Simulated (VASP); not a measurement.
Input of a VASP 6.6.1 run:

INCAR

```
SYSTEM = Rh
PREC = Accurate
ENCUT = 520
EDIFF = 1E-6
ISMEAR = 0
SIGMA = 0.15
LREAL = .FALSE.
LASPH = .TRUE.
NELM = 60
ALGO = Fast
ISIF = 2
LWAVE = .FALSE.
LCHARG = .FALSE.
GGA = PS
NBANDS = 22
```

File KPOINTS:

```
regular mesh
0
G
  21 21 12
  0 0 0
```

Contents of POSCAR:

```
Rh
1.0
    2.7250990172      0.0000000000      0.0000000000
   -1.3625495086      2.3600049768      0.0000000000
    0.0000000000      0.0000000000      4.2149106500
Rh
2
Direct
    0.6666666667      0.3333333333      0.7500000000
    0.3333333333      0.6666666667      0.2500000000
```

Potentials or basis: VASP PAW PBE potentials, release 64 (Rh_pv).

Launch:

```console
$ cat potpaw_PBE.64/Rh_pv/POTCAR > POTCAR
$ mpirun -np 1 vasp_std > vasp.out
```

Task: Predict the pressure.

Result: 0.8 GPa.

Task: Predict the band gap on the k mesh.

Result: Zero (bands 15 and 16 overlap by 2.37 eV).

Stress tensor (GPa, compression positive):
```
-3.27  0.00  0.00
 0.00 -3.27  0.00
 0.00  0.00  8.85
```

Caveat: the stress differs along the axes, from -3 to 9 GPa; the PAW data sets were made with another functional, which shifts forces and pressure a little.
